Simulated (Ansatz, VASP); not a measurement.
## Eu in VASP and in Ansatz

```
CELL_PARAMETERS angstrom
-2.19206 2.19206 2.19206
2.19206 -2.19206 2.19206
2.19206 2.19206 -2.19206
ATOMIC_POSITIONS crystal
Eu 0.00000 0.00000 0.00000
```

Alike in both runs: functional PBE; k mesh 14 × 14 × 14; occupations fermi-dirac, width 0.05 eV; collinear spin.

Ansatz relaxed the structure, and its values are those at the end. VASP's run is a single point on that final structure, the one shown.

|  | VASP | Ansatz |
| --- | --- | --- |
| version | VASP 6.6.1 | Ansatz 0.2.0 |
| potentials or method | VASP PAW PBE potentials, release 64 (Eu) | PAW with Ansatz's default frozen-core files, scalar-relativistic |
| plane-wave cutoff (eV) | 520 | 420 |
| valence electrons in the cell | 17 | 17 |

```csv
,VASP,Ansatz,Ansatz less VASP
pressure (GPa),-0.3,0.0,+0.29
net moment per atom (μB),7.26,7.27,+0.009
size of the moment on the site where the two differ most (μB),6.67,7.02,+0.350
```

Site moments also hang on the region over which each program counts them.

Neither program's run includes spin-orbit coupling.
